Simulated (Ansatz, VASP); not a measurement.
One calculation of MgCd3O, two programs

The input INCAR:

```
SYSTEM = MgCd3O
PREC = Accurate ; ENCUT = 600
EDIFF = 1E-7 ; ISMEAR = 0
SIGMA = 0.1 ; LREAL = .FALSE.
LASPH = .TRUE. ; NELM = 120
ALGO = Normal ; ISIF = 3
LWAVE = .FALSE. ; LCHARG = .FALSE.
GGA = PE ; IBRION = 2
NSW = 90 ; EDIFFG = -0.04
GGA_COMPAT = .FALSE. ; NELMIN = 4
```

The input KPOINTS:

```
Automatic mesh
0
G
  4 4 4
  0 0 0
```

File POSCAR:

```
MgCd3O
1.0
    4.1925037600      0.0000000000      0.0000000000
    0.0000000000      4.1925037600      0.0000000000
    0.0000000000      0.0000000000      5.3050044700
Mg Cd O
1 3 1
Direct
    0.0000000000      0.0000000000      0.0000000000
    0.5000000000      0.5000000000      0.1059000000
    0.0000000000      0.5000000000      0.5000000000
    0.5000000000      0.0000000000      0.5000000000
    0.5000000000      0.5000000000      0.6620000000
```

Input for Ansatz:

```yaml
crystal:
  lattice:
    - [4.19250376, 0.0, 0.0]
    - [0.0, 4.19250376, 0.0]
    - [0.0, 0.0, 5.30500447]
  atoms:
    - { symbol: Mg, position: [0.0, 0.0, 0.0] }
    - { symbol: Cd, position: [0.5, 0.5, 0.1059] }
    - { symbol: Cd, position: [0.0, 0.5, 0.5] }
    - { symbol: Cd, position: [0.5, 0.0, 0.5] }
    - { symbol: O, position: [0.5, 0.5, 0.662] }
basis:
  ecutwfc: 420
kpoints:
  mp_grid: { grid: [4, 4, 4] }
hamiltonian:
  xc: pbe
scf:
  occupations: { method: gaussian, width: 0.1 }
  lower_state_search: "off"
output:
  forces: true
  stress: true
  eigenvalues: true
relax:
  adjacent_minimum: "off"
  f_tol: 0.04
  max_steps: 70
  cell: { stress_tol: 0.4 }
```

Change from the starting cell: species swapped into the NdBPt3 type (P4mm, No. 99).

Alike in both runs: task relaxation of cell and atoms; functional PBE; k mesh 4 × 4 × 4; occupations gaussian, width 0.1 eV; no spin polarisation.

|  | VASP | Ansatz |
| --- | --- | --- |
| version | VASP 6.6.1 | Ansatz 0.2.0 |
| potentials or method | VASP PAW PBE potentials, release 64 (Mg, Cd, O), cutoff 600 eV | scalar-relativistic, plane waves, PAW |
| valence electrons in the cell | 44 | 76 |

```csv
,VASP,Ansatz,Ansatz less VASP
"gap on the k mesh at the Fermi level, each at its own relaxed structure (eV)",none,none,-
relaxed volume (Å³/atom),20.43,20.29,-0.142
relaxed length of the cell vector where the two differ most in proportion (Å),4.413,4.400,-0.0128
```

A gap of «none» marks a metal or a gap that the smearing closes. VASP's potentials hold 44 valence electrons a cell and Ansatz's 76, so a difference there can come from the potentials and not from the codes.

The k mesh is coarse, so the values compare programs but aren't converged.
